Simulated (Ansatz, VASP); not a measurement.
**Sn in VASP and in Ansatz**

Contents of INCAR:

```
SYSTEM = Sn
PREC = Accurate ; ENCUT = 520
EDIFF = 1E-7 ; ISMEAR = 0
SIGMA = 0.15 ; LREAL = .FALSE.
LASPH = .TRUE. ; NELM = 60
ALGO = Fast ; ISIF = 2
LWAVE = .FALSE. ; LCHARG = .FALSE.
NBANDS = 13
```

Contents of KPOINTS:

```
regular mesh
0
G
  22 22 22
  0 0 0
```

POSCAR

```
Sn
1.0
   -1.7265390000      1.7755470000      2.3383420000
    1.7265390000     -1.7755470000      2.3383420000
    1.7265390000      1.7755470000     -2.3383420000
Sn
1
Direct
    0.0000000000      0.0000000000      0.0000000000
```

Input for Ansatz:

```yaml
crystal:
  lattice:
    - [-1.726539, 1.775547, 2.338342]
    - [1.726539, -1.775547, 2.338342]
    - [1.726539, 1.775547, -2.338342]
  atoms:
    - { symbol: Sn, position: [0.0, 0.0, 0.0] }
basis:
  ecutwfc: 420
kpoints:
  mp_grid: { grid: [22, 22, 22] }
hamiltonian:
  xc: lda
scf:
  occupations: { method: gaussian, width: 0.15 }
output:
  forces: true
  stress: true
  eigenvalues: true
```

Alike in both runs: task single point; functional LDA; k mesh 22 × 22 × 22; occupations gaussian, width 0.15 eV; no spin polarisation.

|  | VASP | Ansatz |
| --- | --- | --- |
| version | VASP 6.6.1 | Ansatz 0.2.0 |
| potentials or method | VASP PAW LDA potentials, release 64 (Sn_d), cutoff 520 eV | scalar-relativistic, plane waves, PAW |
| valence electrons in the cell | 14 | 14 |

|  | VASP | Ansatz | Ansatz less VASP |
| --- | --- | --- | --- |
| gap on the k mesh at the Fermi level (eV) | none | none | - |
| pressure (GPa) | -4.8 | -4.8 | 0.00 |
| traceless stress, the component that is largest in VASP (GPa) | -0.27 | -0.27 | -0.004 |

LDA's correlation is that of Perdew and Zunger in VASP and of Perdew and Wang (1992) in Ansatz. A gap of «none» marks a metal or a gap that the smearing closes.
